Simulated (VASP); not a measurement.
Mg8HO8 (a cell with a defect), 17 atoms in the cell. The cell holds a defect, 17 atoms: a = 5.633 Å, b = 5.633 Å, c = 5.633 Å, α = 60.00°, β = 60.00°, γ = 60.00°. 

| Quantity | Value |
| --- | --- |
| Program | VASP 6.6.1 |
| Task | single point |
| Functional | PBEsol |
| Potentials or basis | VASP PAW PBE potentials, release 64 (Mg, O, H) |
| Cutoff | 520 eV |
| k mesh | 2 × 2 × 2 |
| Occupations | fermi-dirac, width 0.02 eV |
| Spin | no spin polarisation |
| Dipole correction | no |
| Charge | 1 |
| Further INCAR settings | LREAL = Auto; ALGO = Normal; EDIFF = 1e-06; NBANDS = 46; NELECT = 64.0 |

Potentials or basis: VASP PAW PBE potentials, release 64 (Mg, O, H).

Command:

```bash
$ cat potpaw_PBE.64/Mg/POTCAR potpaw_PBE.64/O/POTCAR potpaw_PBE.64/H/POTCAR > POTCAR
$ mpirun -np 1 vasp_std > vasp.out
```

Hardware: 1 thread of Intel(R) Xeon(R) 6975P-C (Granite Rapids), on a shared host.

**Question.** Estimate the wall time of this run.

**Answer.** Wall time 66 s on 1 thread of Intel(R) Xeon(R) 6975P-C (Granite Rapids) (shared host), peak memory 0.26 GiB. Counts: scf iterations 15, k points 8.
